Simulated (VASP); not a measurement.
## Ti5WC6: single point with PBE

The system is Ti5WC6.

```xyz
12
Lattice="3.0634 0.0000 0.0000 -1.5317 2.6530 0.0000 0.0000 0.0000 15.0721" Properties=species:S:1:pos:R:3 pbc="T T T"
Ti    1.5317    0.8843   10.0781
Ti    0.0000    1.7687    4.9940
Ti    1.5317    0.8843    2.4906
Ti    0.0000    0.0000    0.0000
Ti    0.0000    1.7687   12.5815
W     0.0000    0.0000    7.5360
C     0.0000    1.7687    8.7977
C     1.5317    0.8843    6.2744
C     0.0000    0.0000    3.7670
C     0.0000    1.7687    1.2555
C     1.5317    0.8843   13.8166
C     0.0000    0.0000   11.3051
```

```
Program                : VASP 6.6.1
Task                   : single point
Functional             : PBE
Potentials or basis    : VASP PAW PBE potentials, release 64 (Ti_sv, W_sv, C)
Cutoff                 : 520 eV
k mesh                 : 12 × 12 × 4
Occupations            : gaussian, width 0.1 eV
Spin                   : no spin polarisation
Dipole correction      : no
Further INCAR settings : ALGO = Normal; EDIFF = 1e-06; NBANDS = 61
```

| Quantity | Value |
| --- | --- |
| Pressure | 0.4 GPa |
| Largest force | 0.019 eV/Å |
| Band gap on the k mesh | zero (band 49 reaches 10.92 eV, above the bottom of band 50 at 9.67 eV) |

Forces in eV/Å, atoms in the order of the input:
```
Ti   0.000  0.000  0.012
Ti   0.000  0.000 -0.012
Ti   0.000  0.000  0.004
Ti   0.000  0.000  0.000
Ti   0.000  0.000 -0.004
W    0.000  0.000  0.000
C    0.000  0.000  0.019
C    0.000  0.000 -0.019
C    0.000  0.000 -0.002
C    0.000  0.000  0.001
C    0.000  0.000 -0.001
C    0.000  0.000  0.002
```

Levels at points of the mesh, in eV from the Fermi level:
```csv
k point,band 45,band 46,band 47,band 48,band 49,band 50,band 51,band 52,band 53,band 54
"(0.00, 0.00, 0.00)",-1.35,-0.75,-0.75,0.08,0.67,0.67,0.68,0.76,0.76,1.07
"(0.50, 0.00, 0.00)",-2.16,-1.83,-1.62,-0.87,-0.50,-0.14,0.30,1.48,1.76,1.96
"(0.00, 0.00, 0.50)",-0.93,-0.48,-0.22,-0.22,-0.21,-0.21,0.63,0.63,0.97,1.17
"(0.50, 0.00, 0.50)",-2.38,-2.20,-1.12,-0.79,-0.75,-0.40,0.75,0.97,1.97,2.07
```

Run time: 28 min on 1 thread of Oxide Virtual Turin-like Processor, on a shared host, peak memory 0.49 GiB.

Caveat: spin-orbit coupling is left out, which moves the levels of the heavy elements.
